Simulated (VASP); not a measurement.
# Ga (I4/mmm) in VASP: further runs

Runs on Ga. Level: r2SCAN. Tasks: single point.

Program: VASP 6.6.1. These are calculated values, not measurements. Logs are shortened: lines on timing, memory, paths and dates and some standing lists are left out, and cuts for length are marked.

### Step 1. The cell of the first run

It takes space group I4/mmm (No. 139, tetragonal). Conventional cell: a = 2.724 Å, b = 2.724 Å, c = 4.324 Å, α = 90.00°, β = 90.00°, γ = 90.00°. Within 3.6 Å of Ga (site symmetry 4/mmm) lie 12 Ga at 2.72 to 2.90 Å.

### Step 2. Single point, r2SCAN (strain -0.030 along x and y, -0.030 along z)

POSCAR

```
Ga
1.0
   -1.3618800000      1.3618800000      2.1621300000
    1.3618800000     -1.3618800000      2.1621300000
    1.3618800000      1.3618800000     -2.1621300000
Ga
1
Direct
    0.0000000000      0.0000000000      0.0000000000
```

INCAR.step1

```
PREC     = Accurate       # precision mode
ENCUT    = 520            # plane-wave cutoff, eV
ISMEAR   = 0              # smearing method
SIGMA    = 0.15           # smearing width, eV
LREAL    = False          # projectors in reciprocal space
LASPH    = True           # aspherical terms in the spheres
NELM     = 100            # most SCF steps
NBANDS   = 12             # bands
GGA      = PE             # functional
ALGO     = Normal         # electronic algorithm
EDIFF    = 1E-4           # SCF threshold, eV
LWAVE    = True           # write WAVECAR
LCHARG   = False          # write CHGCAR
```

INCAR.step2

```
PREC     = Accurate       # precision mode
ENCUT    = 520            # plane-wave cutoff, eV
EDIFF    = 1E-6           # SCF threshold, eV
ISMEAR   = 0              # smearing method
SIGMA    = 0.15           # smearing width, eV
LREAL    = False          # projectors in reciprocal space
LASPH    = True           # aspherical terms in the spheres
NELM     = 100            # most SCF steps
ALGO     = Normal         # electronic algorithm
ISIF     = 2              # what is computed and relaxed
LWAVE    = False          # write WAVECAR
LCHARG   = False          # write CHGCAR
METAGGA  = R2SCAN         # meta-GGA
LMIXTAU  = True         
NBANDS   = 12             # bands
ISTART   = 1
```

KPOINTS

```
Automatic mesh
0
Gamma
  24 24 24
```

Potentials or basis: VASP PAW PBE potentials, release 64 (Ga_d).

On the command line:

```sh
cat potpaw_PBE.64/Ga_d/POTCAR > POTCAR
cp INCAR.step1 INCAR
mpirun -np 1 vasp_std > vasp.out
cp INCAR.step2 INCAR
mpirun -np 1 vasp_std > vasp.out
```

OUTCAR:

```text
PREC = Accurate
   ENCUT = 520
   EDIFF = 1E-6
   ISMEAR = 0
   LREAL = False
   LASPH = True
   NELM = 100
   ISIF = 2
   METAGGA = R2SCAN
   ISTART = 1

 ion  position               nearest neighbor table
   1  0.000  0.000  0.000-

  LATTYP: Found a body centered tetragonal cell.
 ALAT       =     2.7237600000
 C/A-ratio  =     1.5876068376

  Lattice vectors:

 A1 = (  -1.3618800000,   1.3618800000,   2.1621300000)
 A2 = (   1.3618800000,  -1.3618800000,   2.1621300000)
 A3 = (   1.3618800000,   1.3618800000,  -2.1621300000)

Analysis of symmetry for initial positions (statically):
=====================================================================
 Subroutine PRICEL returns:
 Original cell was already a primitive cell.

 Routine SETGRP: Setting up the symmetry group for a
 body centered tetragonal supercell.

 Subroutine GETGRP returns: Found 16 space group operations
 (whereof 16 operations were pure point group operations)
 out of a pool of 16 trial point group operations.

The static configuration has the point symmetry D_4h.

Analysis of symmetry for dynamics (positions and initial velocities):
=====================================================================
 Subroutine PRICEL returns:
 Original cell was already a primitive cell.

 Routine SETGRP: Setting up the symmetry group for a
 body centered tetragonal supercell.

 Subroutine GETGRP returns: Found 16 space group operations
 (whereof 16 operations were pure point group operations)
 out of a pool of 16 trial point group operations.

The dynamic configuration has the point symmetry D_4h.

 Subroutine INISYM returns: Found 16 space group operations
 (whereof 16 operations are pure point group operations),
 and found     1 'primitive' translations

----------------------------------------------------------------------------------------

                                     Primitive cell

  volume of cell :      16.0406

  direct lattice vectors                    reciprocal lattice vectors
    -1.361880000  1.361880000  2.162130000     0.000000000  0.367139542  0.231253440
     1.361880000 -1.361880000  2.162130000     0.367139542  0.000000000  0.231253440
     1.361880000  1.361880000 -2.162130000     0.367139542  0.367139542  0.000000000

  length of vectors
     2.895555285  2.895555285  2.895555285     0.433900446  0.433900446  0.519213720

  position of ions in fractional coordinates (direct lattice)
     0.000000000  0.000000000  0.000000000

  ion indices of the primitive-cell ions
   primitive index   ion index
                 1           1

----------------------------------------------------------------------------------------

 KPOINTS: Automatic mesh

Automatic generation of k-mesh.
 Grid dimensions read from file:
 generate k-points for:   24   24   24

 Generating k-lattice:

  Cartesian coordinates                     Fractional coordinates (reciprocal lattice)
     0.000000000  0.015297481  0.009635560     0.041666667  0.000000000 -0.000000000
     0.015297481  0.000000000  0.009635560     0.000000000  0.041666667 -0.000000000
     0.015297481  0.015297481  0.000000000     0.000000000  0.000000000  0.041666667

  Length of vectors
     0.018079185  0.018079185  0.021633905

  Shift w.r.t. Gamma in fractional coordinates (k-lattice)
     0.000000000  0.000000000  0.000000000

 Subroutine IBZKPT returns following result:
 ===========================================

 Found   1063 irreducible k-points:

 Following reciprocal coordinates:
            Coordinates               Weight
  0.000000  0.000000  0.000000      1.000000
  0.041667  0.000000  0.000000      8.000000
  0.083333  0.000000  0.000000      8.000000
  0.125000  0.000000 -0.000000      8.000000
  0.166667  0.000000  0.000000      8.000000
  0.208333  0.000000 -0.000000      8.000000
[... 16 lines left out ...]
  0.416667  0.041667 -0.000000     16.000000
  0.458333  0.041667 -0.000000     16.000000
 [... further k-points ...]
   k-points           NKPTS =   1063   k-points in BZ     NKDIM =   1063   number of bands    NBANDS=     12
   number of dos      NEDOS =    301   number of ions     NIONS =      1
   total plane-waves  NPLWV =  13824
   dimension x,y,z NGX =    24 NGY =   24 NGZ =   24
   dimension x,y,z NGXF=    48 NGYF=   48 NGZF=   48
   ions per type =               1
   NGX,Y,Z   is equivalent  to a cutoff of  13.78, 13.78, 13.78 a.u.
   NGXF,Y,Z  is equivalent  to a cutoff of  27.56, 27.56, 27.56 a.u.
 SYSTEM =  unknown system
   PREC   = accura    normal or accurate (medium, high low for compatibility)
   ISTART =      1    job   : 0-new  1-cont  2-samecut
   ICHARG =      0    charge: 1-file 2-atom 10-const
   ISPIN  =      1    spin polarized calculation?
   LNONCOLLINEAR =      F non collinear calculations
   LSORBIT =      F    spin-orbit coupling
   LASPH  =      T    aspherical Exc in radial PAW
   ENCUT  =  520.0 eV  38.22 Ry    6.18 a.u.   5.38  5.38  5.38*2*pi/ulx,y,z
   NELM   =    100;   NELMIN=  2; NELMDL=  0     # of ELM steps
   EDIFF  = 0.1E-05   stopping-criterion for ELM
   LREAL  =      F    real-space projection
[... 7 lines left out ...]
   TEBEG  =    0.0;   TEEND  =   0.0 temperature during run
   PSTRESS=    0.0 pullay stress
   NELECT =      13.0000    total number of electrons
   NUPDOWN=      -1.0000    fix difference up-down
   EMIN   =  10.00;   EMAX   =-10.00  energy-range for DOS
   EFERMI =   0.00;   METHOD = LEGACY
   ISMEAR =     0;   SIGMA  =   0.15  broadening in eV -4-tet -1-fermi 0-gaus
   EFERMI_NEDOS =   21; number of points for ismear=-14 and -15
   IALGO  =     38    algorithm
   IMIX   =      4    mixing-type and parameters
     AMIX     =   0.40;   BMIX     =  1.00
     AMIX_MAG =   1.60;   BMIX_MAG =  1.00
  volume/ion in A,a.u.               =      16.04       108.25
  Fermi-wavevector in a.u.,A,eV,Ry     =   1.526334  2.884352 31.697413  2.329694
  Thomas-Fermi vector in A             =   2.634381
   LORBIT       =      0    0 simple, 1 ext, 2 COOP (PROOUT), +10 PAW based schemes
   METAGGA = R2SCAN    functional components
   LHFCALC =     F    Hartree Fock is set to
   AEXX    =    0.0000 exact exchange contribution
   IVDW    =     0    specifies the selected vdW correction
   LEPSILON=     F    determine dielectric tensor
   LRPA    =     F    only Hartree local field effects (RPA)
 non-spin polarized calculation
 Gauss-broadening in eV      SIGMA  =   0.15
  energy-cutoff  :      520.00
  volume of cell :       16.04
 maximum number of plane-waves:       447
 NGX is ok and might be reduce to    24
   NGX = 11   NGY = 11   NGZ = 11

 number of electron      13.0000000 magnetization

 Free energy of the ion-electron system (eV)
  ---------------------------------------------------
  ext. energy  EPLUGINS =         0.00000000
  ---------------------------------------------------
  free energy    TOTEN  =       -11.26995862 eV

  energy without entropy =      -11.26634757  energy(sigma->0) =      -11.26815309

 E-fermi :   7.1433     XC(G=0): -13.1500

 val. band max:        7.1387514310   @ k =   0.2500   0.2500   0.2500
 cond. band min:       7.1460668112   @ k =  -0.2083  -0.3750   0.0833
 fundamental gap:      0.0073153802
 Fermi energy:         7.1433009136

 k-point     1 :       0.0000    0.0000    0.0000
  band No.  band energies     occupation
      1      -8.6733      2.00000
      2      -8.5029      2.00000
      3      -8.5029      2.00000
      4      -8.4701      2.00000
      5      -8.2905      2.00000
      6      -5.9472      2.00000
      7      22.0286      0.00000
      8      22.0286      0.00000
      9      22.2511      0.00000
     10      24.8047      0.00000
     11      25.1715      0.00000
     12      25.9261      0.00000

 k-point     2 :       0.0417    0.0000    0.0000
  band No.  band energies     occupation
      1      -8.6700      2.00000
      2      -8.5041      2.00000
      3      -8.5001      2.00000
      4      -8.4693      2.00000
      5      -8.2923      2.00000
      6      -5.8941      2.00000
      7      21.2102      0.00000
      8      21.9408      0.00000
      9      21.9609      0.00000
     10      24.2252      0.00000
     11      25.6152      0.00000
     12      26.1068      0.00000

 k-point     3 :       0.0833    0.0000    0.0000
  band No.  band energies     occupation
      1      -8.6611      2.00000
      2      -8.5091      2.00000
      3      -8.4920      2.00000
      4      -8.4652      2.00000
      5      -8.2972      2.00000
      6      -5.7340      2.00000
      7      19.4084      0.00000
      8      21.3751      0.00000
      9      21.7216      0.00000
     10      23.9462      0.00000
     11      25.9505      0.00000
     12      26.6023      0.00000

 k-point     4 :       0.1250    0.0000   -0.0000
  band No.  band energies     occupation
      1      -8.6502      2.00000
      2      -8.5198      2.00000
      3      -8.4800      2.00000
      4      -8.4542      2.00000
      5      -8.3043      2.00000
      6      -5.4651      2.00000
      7      17.3937      0.00000
      8      20.6907      0.00000
      9      21.4522      0.00000
     10      23.8023      0.00000
     11      25.4022      0.00000
     12      27.3222      0.00000

 k-point     5 :       0.1667    0.0000    0.0000
  band No.  band energies     occupation
      1      -8.6419      2.00000
      2      -8.5360      2.00000
      3      -8.4666      2.00000
      4      -8.4338      2.00000
      5      -8.3112      2.00000
      6      -5.0855      2.00000
      7      15.3709      0.00000
      8      20.0067      0.00000
      9      21.1926      0.00000
     10      23.6676      0.00000
     11      24.6739      0.00000
     12      28.1718      0.00000
[... 228 lines left out ...]
      1      -8.6805      2.00000
      2      -8.6078      2.00000
      3      -8.4624      2.00000
      4      -8.2891      2.00000
      5      -8.2705      2.00000
      6      -2.1452      2.00000
      7       7.5030      0.00070
      8      17.7433      0.00000
      9      19.7158      0.00000
     10      21.9317      0.00000
     11      23.9362      0.00000
     12      26.4060      0.00000

 k-point    22 :       0.3750    0.0417   -0.0000
  band No.  band energies     occupation
      1      -8.6983      2.00000
      2      -8.6172      2.00000
      3      -8.4718      2.00000
      4      -8.2678      2.00000
      5      -8.2424      2.00000
      6      -1.1802      2.00000
      7       5.8853      2.00000
      8      17.3920      0.00000
      9      19.7488      0.00000
     10      21.7253      0.00000
     11      23.7539      0.00000
     12      26.0748      0.00000

 k-point    23 :       0.4167    0.0417   -0.0000
  band No.  band energies     occupation
      1      -8.7128      2.00000
      2      -8.6231      2.00000
      3      -8.4798      2.00000
      4      -8.2559      2.00000
      5      -8.2166      2.00000
      6      -0.1085      2.00000
      7       4.3632      2.00000
      8      17.1185      0.00000
      9      19.8569      0.00000
     10      21.6088      0.00000
     11      23.5087      0.00000
     12      26.0064      0.00000

 k-point    24 :       0.4583    0.0417   -0.0000
  band No.  band energies     occupation
      1      -8.7216      2.00000
      2      -8.6259      2.00000
      3      -8.4849      2.00000
      4      -8.2503      2.00000
      5      -8.2000      2.00000
      6       1.0668      2.00000
      7       2.9403      2.00000
      8      16.9340      0.00000
      9      20.0137      0.00000
     10      21.5733      0.00000
     11      23.2852      0.00000
     12      26.1425      0.00000

 [... further k-points ...]

------------------------ aborting loop because EDIFF is reached ----------------------------------------

  FORCE on cell =-STRESS in cart. coord.  units (eV):
  Direction    XX          YY          ZZ          XY          YZ          ZX
  --------------------------------------------------------------------------------------
  -------------------------------------------------------------------------------------
  Total        0.8169927      0.8169927      0.8186899      0.0000000     -0.0000000     -0.0000000
  in kB       81.6035974     81.6035974     81.7731135      0.0000000     -0.0000000     -0.0000000
  external PRESSURE =      81.6601027 kB  Pullay stress =       0.0000000 kB

 VOLUME and BASIS-vectors are now :
 -----------------------------------------------------------------------------
  energy-cutoff  :      520.00
  volume of cell :       16.04
      direct lattice vectors                 reciprocal lattice vectors
    -1.361880000  1.361880000  2.162130000     0.000000000  0.367139542  0.231253440
     1.361880000 -1.361880000  2.162130000     0.367139542  0.000000000  0.231253440
     1.361880000  1.361880000 -2.162130000     0.367139542  0.367139542  0.000000000

 POSITION                                       TOTAL-FORCE (eV/Angst)
 -----------------------------------------------------------------------------------
      0.00000      0.00000      0.00000        -0.000000      0.000000      0.000000
 -----------------------------------------------------------------------------------
    total drift:                               -0.000000      0.000000      0.000000

  FREE ENERGIE OF THE ION-ELECTRON SYSTEM (eV)
  ---------------------------------------------------
  free  energy   TOTEN  =       -11.2699586156 eV

  energy  without entropy=      -11.2663475719  energy(sigma->0) =      -11.26815309
```

It took 12 min on 1 thread of AMD EPYC 7R13 (Zen 3), shared host; peak memory 0.28 GiB.

Results:

- Free energy: -11.2700 eV
- Pressure: 8.2 GPa
- Band gap on the k mesh: zero (an odd number of electrons rules out a gap without spin polarisation)

Caveat: the cell differs from its parent crystal (strain -0.030 along x and y, -0.030 along z); the cell stands under pressure; the PAW data sets were made with another functional, which shifts forces and pressure a little.

### Step 3. Single point, r2SCAN (strain -0.030 along x and y, -0.015 along z)

POSCAR

```
Ga
1.0
   -1.3618800000      1.3618800000      2.1955650000
    1.3618800000     -1.3618800000      2.1955650000
    1.3618800000      1.3618800000     -2.1955650000
Ga
1
Direct
    0.0000000000      0.0000000000      0.0000000000
```

INCAR.step1

```
SYSTEM = Ga
PREC = Accurate ; ENCUT = 520
ISMEAR = 0 ; SIGMA = 0.15
LREAL = .FALSE. ; LASPH = .TRUE.
NELM = 60 ; NBANDS = 12
GGA = PE ; ALGO = Normal
EDIFF = 1E-4 ; LWAVE = .TRUE.
LCHARG = .FALSE.
```

INCAR.step2

```
SYSTEM = Ga
PREC = Accurate ; ENCUT = 520
EDIFF = 1E-6 ; ISMEAR = 0
SIGMA = 0.15 ; LREAL = .FALSE.
LASPH = .TRUE. ; NELM = 60
ALGO = Normal ; ISIF = 2
LWAVE = .FALSE. ; LCHARG = .FALSE.
METAGGA = R2SCAN ; LMIXTAU = .TRUE.
NBANDS = 12 ; ISTART = 1
```

KPOINTS

```
Automatic mesh
0
G
  24 24 24
  0 0 0
```

Potentials or basis: VASP PAW PBE potentials, release 64 (Ga_d).

On the command line:

```sh
cat potpaw_PBE.64/Ga_d/POTCAR > POTCAR
cp INCAR.step1 INCAR
mpirun -np 1 vasp_std > vasp.out
cp INCAR.step2 INCAR
mpirun -np 1 vasp_std > vasp.out
```

Wall time 12 min (1 thread of AMD EPYC 7R13 (Zen 3), shared host); peak memory 0.28 GiB.

It converged, with:

```
Free energy            : -11.2813 eV
Pressure               : 6.8 GPa
Band gap on the k mesh : zero (an odd number of electrons rules out a gap without spin polarisation)
```

Stress tensor (GPa, compression positive):
```
6.91 0.00 0.00
0.00 6.91 0.00
0.00 0.00 6.61
```

Levels at points of the mesh, in eV from the Fermi level:
| k point | band 2 | band 3 | band 4 | band 5 | band 6 | band 7 | band 8 | band 9 | band 10 | band 11 |
| --- | --- | --- | --- | --- | --- | --- | --- | --- | --- | --- |
| (0.00, 0.00, 0.00) | -15.60 | -15.60 | -15.59 | -15.39 | -12.93 | 14.72 | 14.72 | 14.87 | 17.66 | 17.87 |
| (0.50, 0.00, 0.00) | -15.74 | -15.58 | -15.36 | -15.31 | -5.24 | -5.02 | 9.54 | 13.70 | 13.74 | 17.23 |
| (0.50, 0.50, 0.00) | -15.86 | -15.37 | -15.36 | -15.21 | -2.72 | -0.88 | 4.39 | 5.59 | 8.67 | 9.28 |
| (0.50, 0.50, 0.50) | -15.87 | -15.32 | -15.31 | -15.31 | -4.49 | -4.14 | 7.46 | 7.46 | 10.61 | 12.36 |

Caveat: the cell differs from its parent crystal (strain -0.030 along x and y, -0.015 along z); the cell stands under pressure; the PAW data sets were made with another functional, which shifts forces and pressure a little.
